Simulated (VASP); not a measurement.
PbF2, 3 atoms in the cell. Symmetry: Fm-3m, No. 225, cubic system. The conventional cell has a = 5.808 Å, b = 5.808 Å, c = 5.808 Å, α = 90.00°, β = 90.00°, γ = 90.00°. Pb (site symmetry m-3m) has 8 F at 2.51 Å within 3.3 Å. F (site symmetry -43m) has 4 Pb at 2.51 Å and 6 F at 2.90 Å within 3.3 Å. 

| Item | Value |
| --- | --- |
| Program | VASP 6.6.1 |
| Task | elastic constants |
| Functional | PBEsol |
| Potentials or basis | VASP PAW PBE potentials, release 64 (Pb_d, F) |
| Cutoff | 600 eV |
| k mesh | 6 × 6 × 6 |
| Occupations | gaussian, width 0.01 eV |
| Spin | no spin polarisation |
| Dipole correction | no |
| Ions in elastic constants | relaxed |
| Further INCAR settings | ALGO = Normal; EDIFF = 1e-08; NBANDS = 21; IBRION = 6; POTIM = 0.015; NSW = 1; ISIF = 3 |

Potentials or basis: VASP PAW PBE potentials, release 64 (Pb_d, F).

Run with:

```bash
$ cat potpaw_PBE.64/Pb_d/POTCAR potpaw_PBE.64/F/POTCAR > POTCAR
$ mpirun -np 1 vasp_std > vasp.out
```

Hardware: 1 thread of AMD EPYC 9R45 96-Core Processor (Zen 5) (shared host).

Problem. Estimate the wall time of this run.

Solution. Run time: 6.4 min on 1 thread of AMD EPYC 9R45 96-Core Processor (Zen 5) (shared host), peak memory 0.27 GiB. Counts: scf iterations 177, k points 16.
